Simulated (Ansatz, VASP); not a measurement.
# Two plane-wave programs on Si

File POSCAR:

```
Si
1.0
   -2.4662271967      2.4662271967      1.2760947743
    2.4662271967     -2.4662271967      1.2760947743
    2.4662271967      2.4662271967     -1.2760947743
Si
2
Direct
    0.2500000000      0.7500000000      0.5000000000
    0.5000000000      0.5000000000      0.0000000000
```

Contents of INCAR.step1:

```
SYSTEM = Si
ALGO = Normal
EDIFF = 1E-4
ENCUT = 520
GGA = PE
ISMEAR = 0
LASPH = .TRUE.
LCHARG = .FALSE.
LREAL = .FALSE.
LWAVE = .TRUE.
NBANDS = 11
NELM = 60
PREC = Accurate
SIGMA = 0.15
```

The input INCAR.step2:

```
SYSTEM = Si
ALGO = Normal
EDIFF = 1E-6
ENCUT = 520
ISIF = 2
ISMEAR = 0
ISTART = 1
LASPH = .TRUE.
LCHARG = .TRUE.
LELF = .TRUE.
LMIXTAU = .TRUE.
LREAL = .FALSE.
LVHAR = .TRUE.
LWAVE = .FALSE.
METAGGA = R2SCAN
NBANDS = 11
NELM = 60
PREC = Accurate
SIGMA = 0.15
```

Contents of KPOINTS:

```
k-points
0
G
  20 20 20
  0 0 0
```

Input for Ansatz:

```yaml
crystal:
  lattice:
    - [-2.4662271967, 2.4662271967, 1.2760947743]
    - [2.4662271967, -2.4662271967, 1.2760947743]
    - [2.4662271967, 2.4662271967, -1.2760947743]
  atoms:
    - { symbol: Si, position: [0.25, 0.75, 0.5] }
    - { symbol: Si, position: [0.5, 0.5, 0.0] }
basis:
  ecutwfc: 500
kpoints:
  mp_grid: { grid: [20, 20, 20] }
hamiltonian:
  xc: r2scan
scf:
  occupations: { method: gaussian, width: 0.15 }
output:
  forces: true
  stress: true
  eigenvalues: true
```

Change from the starting cell: strain +0.040 along x and y, -0.040 along z, atoms carried along.

Alike in both runs: task single point; functional r2SCAN; k mesh 20 × 20 × 20; occupations gaussian, width 0.15 eV; no spin polarisation.

|  | VASP | Ansatz |
| --- | --- | --- |
| version | VASP 6.6.1 | Ansatz 0.2.0 |
| potentials or method | VASP PAW PBE potentials, release 64 (Si), cutoff 520 eV | scalar-relativistic, plane waves, PAW |
| valence electrons in the cell | 8 | 8 |

|  | VASP | Ansatz | Ansatz less VASP |
| --- | --- | --- | --- |
| gap on the k mesh at the Fermi level (eV) | none | none | - |
| pressure (GPa) | -2.1 | -2.0 | +0.09 |
| traceless stress, the component that is largest in VASP (GPa) | 4.48 | 4.45 | -0.031 |

VASP's potentials were made for PBE, not for r2SCAN. A gap of «none» marks a metal or a gap that the smearing closes.
